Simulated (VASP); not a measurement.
# GaN (F-43m) in VASP: settings compared

The runs below take GaN through single point, relaxation of cell and atoms, with PBE, RPBE+D3(BJ).

Program: VASP 6.6.1. These are calculated values, not measurements. Logs are shortened: lines on timing, memory, paths and dates and some standing lists are left out, and cuts for length are marked.

### Step 1. The cell of the first run

The structure is cubic, space group F-43m (No. 216). The conventional cell has a = 4.507 Å, b = 4.507 Å, c = 4.507 Å, α = 90.00°, β = 90.00°, γ = 90.00°. Within 2.6 Å of Ga (site symmetry -43m) lie 4 N at 1.95 Å. Within 2.6 Å of N (site symmetry -43m) lie 4 Ga at 1.95 Å.

### Step 2. Single point, PBE

Input file INCAR:

```
PREC = Accurate
ENCUT = 520
EDIFF = 1E-7
ISMEAR = 0
SIGMA = 0.028000000000000004
LREAL = False
LASPH = True
NELM = 80
ALGO = Normal
ISIF = 2
LWAVE = False
LCHARG = True
GGA = PE
LELF = True
LVHAR = True
NBANDS = 16
```

Input file KPOINTS:

```
Automatic mesh
0
Gamma
  10 10 10
```

Input file POSCAR:

```
GaN
1.0
    0.0000000000      2.2535006075      2.2535006075
    2.2535006075      0.0000000000      2.2535006075
    2.2535006075      2.2535006075      0.0000000000
Ga N
1 1
Direct
    0.0000000000      0.0000000000      0.0000000000
    0.2500000000      0.2500000000      0.2500000000
```

Potentials or basis: VASP PAW PBE potentials, release 64 (Ga_d, N).

Launch:

```bash
cat potpaw_PBE.64/Ga_d/POTCAR potpaw_PBE.64/N/POTCAR > POTCAR
mpirun -np 1 vasp_std > vasp.out
```

OUTCAR:

```text
PREC = Accurate
   ENCUT = 520
   EDIFF = 1E-7
   ISMEAR = 0
   LREAL = False
   LASPH = True
   NELM = 80
   ISIF = 2
   GGA = PE

 ion  position               nearest neighbor table
   1  0.000  0.000  0.000-   2 1.95   2 1.95   2 1.95   2 1.95
   2  0.250  0.250  0.250-   1 1.95   1 1.95   1 1.95   1 1.95

  LATTYP: Found a face centered cubic cell.
 ALAT       =     4.5070012150

  Lattice vectors:

 A1 = (   0.0000000000,   2.2535006075,   2.2535006075)
 A2 = (   2.2535006075,   0.0000000000,   2.2535006075)
 A3 = (   2.2535006075,   2.2535006075,   0.0000000000)

Analysis of symmetry for initial positions (statically):
=====================================================================
 Subroutine PRICEL returns:
 Original cell was already a primitive cell.

 Routine SETGRP: Setting up the symmetry group for a
 face centered cubic supercell.

 Subroutine GETGRP returns: Found 24 space group operations
 (whereof 24 operations were pure point group operations)
 out of a pool of 48 trial point group operations.

The static configuration has the point symmetry T_d .

Analysis of symmetry for dynamics (positions and initial velocities):
=====================================================================
 Subroutine PRICEL returns:
 Original cell was already a primitive cell.

 Routine SETGRP: Setting up the symmetry group for a
 face centered cubic supercell.

 Subroutine GETGRP returns: Found 24 space group operations
 (whereof 24 operations were pure point group operations)
 out of a pool of 48 trial point group operations.

The dynamic configuration has the point symmetry T_d .

 Subroutine INISYM returns: Found 24 space group operations
 (whereof 24 operations are pure point group operations),
 and found     1 'primitive' translations

----------------------------------------------------------------------------------------

                                     Primitive cell

  volume of cell :      22.8877

  direct lattice vectors                    reciprocal lattice vectors
     0.000000000  2.253500607  2.253500607    -0.221877020  0.221877020  0.221877020
     2.253500607  0.000000000  2.253500607     0.221877020 -0.221877020  0.221877020
     2.253500607  2.253500607  0.000000000     0.221877020  0.221877020 -0.221877020

  length of vectors
     3.186931122  3.186931122  3.186931122     0.384302272  0.384302272  0.384302272

  position of ions in fractional coordinates (direct lattice)
     0.000000000  0.000000000  0.000000000
     0.250000000  0.250000000  0.250000000

  ion indices of the primitive-cell ions
   primitive index   ion index
                 1           1
                 2           2

----------------------------------------------------------------------------------------

 KPOINTS: Automatic mesh

Automatic generation of k-mesh.
 Grid dimensions read from file:
 generate k-points for:   10   10   10

 Generating k-lattice:

  Cartesian coordinates                     Fractional coordinates (reciprocal lattice)
    -0.022187702  0.022187702  0.022187702     0.100000000  0.000000000  0.000000000
     0.022187702 -0.022187702  0.022187702     0.000000000  0.100000000  0.000000000
     0.022187702  0.022187702 -0.022187702     0.000000000  0.000000000  0.100000000

  Length of vectors
     0.038430227  0.038430227  0.038430227

  Shift w.r.t. Gamma in fractional coordinates (k-lattice)
     0.000000000  0.000000000  0.000000000

 Subroutine IBZKPT returns following result:
 ===========================================

 Found     47 irreducible k-points:

 Following reciprocal coordinates:
            Coordinates               Weight
  0.000000  0.000000  0.000000      1.000000
  0.100000  0.000000  0.000000      8.000000
  0.200000  0.000000  0.000000      8.000000
  0.300000  0.000000  0.000000      8.000000
  0.400000  0.000000  0.000000      8.000000
  0.500000  0.000000  0.000000      4.000000
[... 16 lines left out ...]
  0.300000  0.300000  0.000000      6.000000
  0.400000  0.300000  0.000000     24.000000
 [... further k-points ...]
   k-points           NKPTS =     47   k-points in BZ     NKDIM =     47   number of bands    NBANDS=     16
   number of dos      NEDOS =    301   number of ions     NIONS =      2
   total plane-waves  NPLWV =  13824
   dimension x,y,z NGX =    24 NGY =   24 NGZ =   24
   dimension x,y,z NGXF=    48 NGYF=   48 NGZF=   48
   ions per type =               1   1
   NGX,Y,Z   is equivalent  to a cutoff of  12.52, 12.52, 12.52 a.u.
   NGXF,Y,Z  is equivalent  to a cutoff of  25.04, 25.04, 25.04 a.u.
 SYSTEM =  unknown system
   PREC   = accura    normal or accurate (medium, high low for compatibility)
   ISTART =      0    job   : 0-new  1-cont  2-samecut
   ICHARG =      2    charge: 1-file 2-atom 10-const
   ISPIN  =      1    spin polarized calculation?
   LNONCOLLINEAR =      F non collinear calculations
   LSORBIT =      F    spin-orbit coupling
   LASPH  =      T    aspherical Exc in radial PAW
   ENCUT  =  520.0 eV  38.22 Ry    6.18 a.u.   5.93  5.93  5.93*2*pi/ulx,y,z
   NELM   =     80;   NELMIN=  2; NELMDL= -5     # of ELM steps
   EDIFF  = 0.1E-06   stopping-criterion for ELM
   LREAL  =      F    real-space projection
   EDIFFG = 0.1E-05   stopping-criterion for IOM
   NSW    =      0    number of steps for IOM
   IBRION =     -1    ionic relax: 0-MD 1-quasi-New 2-CG
   NFREE  =      0    steps in history (QN), initial steepest desc. (CG)
   ISIF   =      2    stress and relaxation
   ISYM   =      2    0-nonsym 1-usesym 2-fastsym
   POTIM  = 0.5000    time-step for ionic-motion
   TEBEG  =    0.0;   TEEND  =   0.0 temperature during run
   PSTRESS=    0.0 pullay stress
   NELECT =      18.0000    total number of electrons
   NUPDOWN=      -1.0000    fix difference up-down
   EMIN   =  10.00;   EMAX   =-10.00  energy-range for DOS
   EFERMI =   0.00;   METHOD = LEGACY
   ISMEAR =     0;   SIGMA  =   0.03  broadening in eV -4-tet -1-fermi 0-gaus
   EFERMI_NEDOS =   21; number of points for ismear=-14 and -15
   IALGO  =     38    algorithm
   IMIX   =      4    mixing-type and parameters
     AMIX     =   0.40;   BMIX     =  1.00
     AMIX_MAG =   1.60;   BMIX_MAG =  1.00
  volume/ion in A,a.u.               =      11.44        77.23
  Fermi-wavevector in a.u.,A,eV,Ry     =   1.511117  2.855596 31.068543  2.283473
  Thomas-Fermi vector in A             =   2.621216
   LORBIT       =      0    0 simple, 1 ext, 2 COOP (PROOUT), +10 PAW based schemes
   GGA     = PE    functional components
   LHFCALC =     F    Hartree Fock is set to
   AEXX    =    0.0000 exact exchange contribution
   IVDW    =     0    specifies the selected vdW correction
   LEPSILON=     F    determine dielectric tensor
   LRPA    =     F    only Hartree local field effects (RPA)
 non-spin polarized calculation
 Gauss-broadening in eV      SIGMA  =   0.03
  energy-cutoff  :      520.00
  volume of cell :       22.89
 maximum number of plane-waves:       636
   NGX = 11   NGY = 11   NGZ = 11

 number of electron      18.0000004 magnetization

 Free energy of the ion-electron system (eV)
  ---------------------------------------------------
  ext. energy  EPLUGINS =         0.00000000
  ---------------------------------------------------
  free energy    TOTEN  =       -12.14320714 eV

  energy without entropy =      -12.14320714  energy(sigma->0) =      -12.14320714

 E-fermi :   5.4780     XC(G=0): -11.6669

 val. band max:        5.2811338966   @ k =   0.0000   0.0000   0.0000
 cond. band min:       7.0056180744   @ k =   0.0000   0.0000   0.0000
 fundamental gap:      1.7244841779
 Fermi energy:         5.4780307744

 k-point     1 :       0.0000    0.0000    0.0000
  band No.  band energies     occupation
      1     -10.6523      2.00000
      2      -8.1603      2.00000
      3      -8.1603      2.00000
      4      -8.1603      2.00000
      5      -7.8406      2.00000
      6      -7.8406      2.00000
[... 8 lines left out ...]
     15      24.1370      0.00000
     16      24.1370      0.00000

 k-point     2 :       0.1000    0.0000    0.0000
  band No.  band energies     occupation
      1     -10.5423      2.00000
      2      -8.1467      2.00000
      3      -8.1467      2.00000
      4      -8.1214      2.00000
      5      -7.8419      2.00000
      6      -7.8419      2.00000
[... 8 lines left out ...]
     15      22.8361      0.00000
     16      22.8487      0.00000

 k-point     3 :       0.2000    0.0000    0.0000
  band No.  band energies     occupation
      1     -10.2652      2.00000
      2      -8.1151      2.00000
      3      -8.1151      2.00000
      4      -7.9585      2.00000
      5      -7.8407      2.00000
      6      -7.8407      2.00000
[... 8 lines left out ...]
     15      22.0689      0.00000
     16      22.0689      0.00000

 k-point     4 :       0.3000    0.0000    0.0000
  band No.  band energies     occupation
      1      -9.9710      2.00000
      2      -8.0871      2.00000
      3      -8.0871      2.00000
      4      -7.8271      2.00000
      5      -7.8271      2.00000
      6      -7.5622      2.00000
[... 8 lines left out ...]
     15      22.5500      0.00000
     16      22.5500      0.00000
[... 324 lines left out ...]
 k-point    22 :      -0.2000    0.2000    0.0000
  band No.  band energies     occupation
      1      -9.8808      2.00000
      2      -8.0708      2.00000
      3      -8.0563      2.00000
      4      -7.8627      2.00000
      5      -7.8529      2.00000
      6      -7.3869      2.00000
[... 8 lines left out ...]
     15      22.6575      0.00000
     16      25.8431      0.00000

 k-point    23 :       0.3000    0.3000    0.0000
  band No.  band energies     occupation
      1      -9.7950      2.00000
      2      -8.0120      2.00000
      3      -7.9706      2.00000
      4      -7.9706      2.00000
      5      -7.7904      2.00000
      6      -7.3725      2.00000
[... 8 lines left out ...]
     15      27.3182      0.00000
     16      27.7432      0.00000

 k-point    24 :       0.4000    0.3000    0.0000
  band No.  band energies     occupation
      1      -9.6789      2.00000
      2      -8.0305      2.00000
      3      -7.9363      2.00000
      4      -7.9358      2.00000
      5      -7.7802      2.00000
      6      -6.9183      2.00000
[... 8 lines left out ...]
     15      27.5928      0.00000
     16      27.7094      0.00000

 [... further k-points ...]
[... 5 lines left out ...]
  --------------------------------------------------------------------------------------
  -------------------------------------------------------------------------------------
  Total        0.7234691      0.7234691      0.7234691      0.0000000      0.0000000     -0.0000000
  in kB       50.6439486     50.6439486     50.6439486      0.0000000      0.0000000     -0.0000000
  external PRESSURE =      50.6439486 kB  Pullay stress =       0.0000000 kB

 VOLUME and BASIS-vectors are now :
 -----------------------------------------------------------------------------
  energy-cutoff  :      520.00
  volume of cell :       22.89
      direct lattice vectors                 reciprocal lattice vectors
     0.000000000  2.253500607  2.253500607    -0.221877020  0.221877020  0.221877020
     2.253500607  0.000000000  2.253500607     0.221877020 -0.221877020  0.221877020
     2.253500607  2.253500607  0.000000000     0.221877020  0.221877020 -0.221877020

 POSITION                                       TOTAL-FORCE (eV/Angst)
 -----------------------------------------------------------------------------------
      0.00000      0.00000      0.00000        -0.000000     -0.000000     -0.000000
      1.12675      1.12675      1.12675         0.000000      0.000000      0.000000
 -----------------------------------------------------------------------------------
    total drift:                                0.000002      0.000002      0.000002

  FREE ENERGIE OF THE ION-ELECTRON SYSTEM (eV)
  ---------------------------------------------------
  free  energy   TOTEN  =       -12.1432071381 eV

  energy  without entropy=      -12.1432071381  energy(sigma->0) =      -12.14320714
```

It took 11 s on 1 thread of AMD EPYC 9R45 (Zen 5), shared host; peak memory 0.12 GiB.

What came out:

| Item | Value |
| --- | --- |
| Free energy | -12.1432 eV |
| Pressure | 5.1 GPa |
| Band gap on the k mesh | 1.72 eV |

Levels at points of the mesh, in eV from the valence-band top:
| k point | band 7 | band 8 | band 9 | band 10 | band 11 | band 12 |
| --- | --- | --- | --- | --- | --- | --- |
| (0.00, 0.00, 0.00) | 0.00 | 0.00 | 0.00 | 1.72 | 10.30 | 10.30 |
| (0.50, 0.00, 0.00) | -7.04 | -0.97 | -0.97 | 4.64 | 8.73 | 10.37 |
| (0.50, 0.50, 0.00) | -6.12 | -2.70 | -2.70 | 3.35 | 6.66 | 11.71 |

Caveat: the cell stands under pressure.

### Step 3. Single point, PBE

Input file INCAR:

```
PREC = Accurate
ENCUT = 520
EDIFF = 1E-7
ISMEAR = 0
SIGMA = 0.012
LREAL = F
LASPH = T
NELM = 80
ALGO = Normal
ISIF = 2
LWAVE = F
LCHARG = T
GGA = PE
LELF = T
LVHAR = T
NBANDS = 16
```

KPOINTS is that of step 2.

POSCAR is that of step 2.

Potentials or basis: VASP PAW PBE potentials, release 64 (Ga_d, N).

Launch:

```bash
cat potpaw_PBE.64/Ga_d/POTCAR potpaw_PBE.64/N/POTCAR > POTCAR
mpirun -np 1 vasp_std > vasp.out
```

Run time: 11 s. Hardware: 1 thread of AMD EPYC 9R45 (Zen 5), shared host; peak memory 0.12 GiB.

It converged, with:

* Free energy: -12.1432 eV
* Pressure: 5.1 GPa
* Band gap on the k mesh: 1.72 eV

Levels at points of the mesh, in eV from the valence-band top:
```
           k point  band 5  band 6  band 7  band 8  band 9  band 10  band 11  band 12  band 13  band 14
(0.00, 0.00, 0.00)  -13.12  -13.12    0.00    0.00    0.00     1.72    10.30    10.30    10.30    17.61
(0.50, 0.00, 0.00)  -13.07  -11.88   -7.04   -0.97   -0.97     4.64     8.73    10.37    10.37    15.63
(0.50, 0.50, 0.00)  -13.04  -11.45   -6.12   -2.70   -2.70     3.35     6.66    11.71    13.96    13.96
```

Caveat: the cell stands under pressure.

### Step 4. Single point, PBE

Input file INCAR:

```
ALGO     = Normal         # electronic algorithm
EDIFF    = 1E-6           # SCF threshold, eV
ENCUT    = 520            # plane-wave cutoff, eV
GGA      = PE             # functional
ISIF     = 2              # what is computed and relaxed
ISMEAR   = 0              # smearing method
LASPH    = T              # aspherical terms in the spheres
LCHARG   = F              # write CHGCAR
LREAL    = F              # projectors in reciprocal space
LWAVE    = F              # write WAVECAR
NBANDS   = 16             # bands
NELM     = 60             # most SCF steps
PREC     = Accurate       # precision mode
SIGMA    = 0.024          # smearing width, eV
```

Input file KPOINTS:

```
k-points
0
Gamma
  10 10 10
```

POSCAR is that of step 3.

Launch:

```bash
cat potpaw_PBE.64/Ga_d/POTCAR potpaw_PBE.64/N/POTCAR > POTCAR
mpirun -np 1 vasp_std > vasp.out
```

Wall time 9.5 s (1 thread of AMD EPYC 9R45 (Zen 5), shared host); peak memory 0.11 GiB.

The run converged. Its results:

```yaml
Free_energy: -12.1432 eV
Pressure: 5.1 GPa
Band_gap_on_the_k_mesh: 1.72 eV
```

Levels at points of the mesh, in eV from the valence-band top:
```tsv
k point	band 5	band 6	band 7	band 8	band 9	band 10	band 11	band 12	band 13	band 14
(0.00, 0.00, 0.00)	-13.12	-13.12	0.00	0.00	0.00	1.72	10.30	10.30	10.30	17.60
(0.50, 0.00, 0.00)	-13.07	-11.88	-7.04	-0.97	-0.97	4.64	8.73	10.37	10.37	15.63
(0.50, 0.50, 0.00)	-13.05	-11.45	-6.12	-2.70	-2.70	3.35	6.66	11.71	13.96	13.96
```

Caveat: the cell stands under pressure.

### Step 5. Relaxation of cell and atoms, RPBE+D3(BJ)

Input file INCAR:

```
SYSTEM = GaN
  PREC = Accurate
  ENCUT = 600
  EDIFF = 1E-6
  ISMEAR = -1
  SIGMA = 0.05
  LREAL = .FALSE.
  LASPH = .TRUE.
  NELM = 80
  ALGO = Normal
  ISIF = 3
  LWAVE = .FALSE.
  LCHARG = .FALSE.
  GGA = RP
  IVDW = 12
  IBRION = 2
  NSW = 80
  EDIFFG = -0.02
```

Input file KPOINTS:

```
regular mesh
0
G
  10 10 10
  0 0 0
```

POSCAR is that of step 4.

Launch:

```bash
cat potpaw_PBE.64/Ga_d/POTCAR potpaw_PBE.64/N/POTCAR > POTCAR
mpirun -np 1 vasp_std > vasp.out
```

Run time: 28 s. Hardware: 1 thread of AMD EPYC 9R45 (Zen 5), shared host; peak memory 0.16 GiB.

The run converged. Its results:

```
Free energy                           : -13.6004 eV
Relaxed volume                        : 10.82 Å³/atom
Relaxed cell                          : a = 3.128 Å, b = 3.128 Å, c = 3.128 Å, α = 60.00°, β = 60.00°, γ = 60.00°
Space group after relaxing (to 0.1 Å) : F-43m (No. 216)
Energy gained by relaxing             : 21.7 meV/atom
Ionic steps                           : 3
Pressure after relaxing               : 0.0 GPa
Band gap on the k mesh                : 2.14 eV
Dispersion energy per atom            : -1.206 eV
```

The path:
```tsv
step	energy change (eV)	largest force (eV/Å)	pressure (GPa)	volume (Å³)
1	0.0000	0.0000	-10.44	22.89
2	-0.0020	0.0000	12.40	20.51
3	-0.0435	0.0000	-0.04	21.63
```

Final structure:
```
Ga N
1.0
     0.00000    2.21159    2.21159
     2.21159    0.00000    2.21159
     2.21159    2.21159    0.00000
Ga N
1 1
Direct
  0.00000 0.00000 0.00000
  0.25000 0.25000 0.25000
```

Levels at points of the mesh, in eV from the valence-band top:
```
           k point  band 6  band 7  band 8  band 9  band 10  band 11  band 12  band 13
(0.00, 0.00, 0.00)  -13.12    0.00    0.00    0.00     2.14    10.73    10.73    10.73
(0.50, 0.00, 0.00)  -11.90   -7.38   -1.04   -1.04     5.11     9.10    10.72    10.72
(0.50, 0.50, 0.00)  -11.50   -6.33   -2.89   -2.89     3.42     7.09    12.25    14.68
```

Caveat: the dispersion term is far too large for a dense solid, which distorts pressure and volume; the PAW data sets were made with another functional, which shifts forces and pressure a little.

### Step 6. The runs side by side

```csv
task,level,cell,cutoff (eV),smearing,gap on the mesh (eV),pressure (GPa)
single point,PBE,as given,520,gaussian 0.028 eV,1.72,5.1
single point,PBE,as given,520,gaussian 0.012 eV,1.72,5.1
single point,PBE,as given,520,gaussian 0.024 eV,1.72,5.1
relaxation of cell and atoms,RPBE+D3(BJ),relaxed,600,fermi-dirac 0.05 eV,2.14,0.0
```

Alike in all rows: potentials or basis VASP PAW PBE potentials, release 64 (Ga_d, N); no spin polarisation; k mesh 10 × 10 × 10.

Caveats: the cell stands under pressure (at least some runs); the dispersion term is far too large for a dense solid, which distorts pressure and volume (at least some runs); the PAW data sets were made with another functional, which shifts forces and pressure a little (at least some runs).

Absolute energies hang on the potentials; compare differences alone.
